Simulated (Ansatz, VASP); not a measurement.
BN in VASP and in Ansatz

Contents of INCAR:

```
PREC = Accurate
ENCUT = 520
EDIFF = 1E-7
ISMEAR = -1
SIGMA = 0.02
LREAL = F
LASPH = T
NELM = 60
ALGO = Normal
ISIF = 2
LWAVE = F
LCHARG = F
GGA = PE
NBANDS = 16
```

File KPOINTS:

```
regular mesh
0
Gamma
  12 12 6
```

The input POSCAR:

```
BN
1.0
    2.5439499996      0.0000000000      0.0000000000
   -1.2719749998      2.2031253256      0.0000000000
    0.0000000000      0.0000000000      4.0395027278
B N
2 2
Direct
    0.3333333333      0.6666666667     -0.0003699905
    0.6666666667      0.3333333333      0.4996300095
    0.3333333333      0.6666666667      0.3753699905
    0.6666666667      0.3333333333      0.8753699905
```

Input for Ansatz:

```yaml
crystal:
  lattice:
    - [2.5439499996, 0.0, 0.0]
    - [-1.2719749998, 2.2031253256, 0.0]
    - [0.0, 0.0, 4.0395027278]
  atoms:
    - { symbol: B, position: [0.3333333333, 0.6666666667, -0.0003699905] }
    - { symbol: B, position: [0.6666666667, 0.3333333333, 0.4996300095] }
    - { symbol: "N", position: [0.3333333333, 0.6666666667, 0.3753699905] }
    - { symbol: "N", position: [0.6666666667, 0.3333333333, 0.8753699905] }
kpoints:
  mp_grid: { grid: [12, 12, 6] }
  band_path:
    path:
      - [0.0, 0.0, 0.0]
      - [0.5, 0.0, 0.0]
      - [0.3333333333, 0.3333333333, 0.0]
      - [0.0, 0.0, 0.5]
      - [0.5, 0.0, 0.5]
      - [0.3333333333, 0.3333333333, 0.5]
      - [0.1, 0.0, 0.0]
    npoints: 1
hamiltonian:
  xc: pbe
scf:
  occupations: { method: fermi_dirac, width: 0.02 }
  n_extra_bands: 5
output:
  forces: true
  stress: true
  eigenvalues: true
```

Change from the starting cell: uniaxial_z strain -4.0%.

Alike in both runs: task single point; functional PBE; k mesh 12 × 12 × 6; occupations fermi-dirac, width 0.02 eV; no spin polarisation.

|  | VASP | Ansatz |
| --- | --- | --- |
| version | VASP 6.6.1 | Ansatz 0.2.0 |
| potentials or method | VASP PAW PBE potentials, release 64 (B, N) | plane waves, PAW |
| plane-wave cutoff (eV) | 520 | 420 |
| valence electrons in the cell | 16 | 16 |

```csv
,VASP,Ansatz,Ansatz less VASP
gap on the k mesh at the Fermi level (eV),5.34,5.36,+0.019
pressure (GPa),23.2,22.7,-0.42
"traceless stress, the component that is largest in VASP (GPa)",29.96,29.79,-0.168
rms of the force components (eV/Å),0.034,0.031,-0.0033
```

Atom by atom the forces differ by 0.003 eV/Å (rms over components).
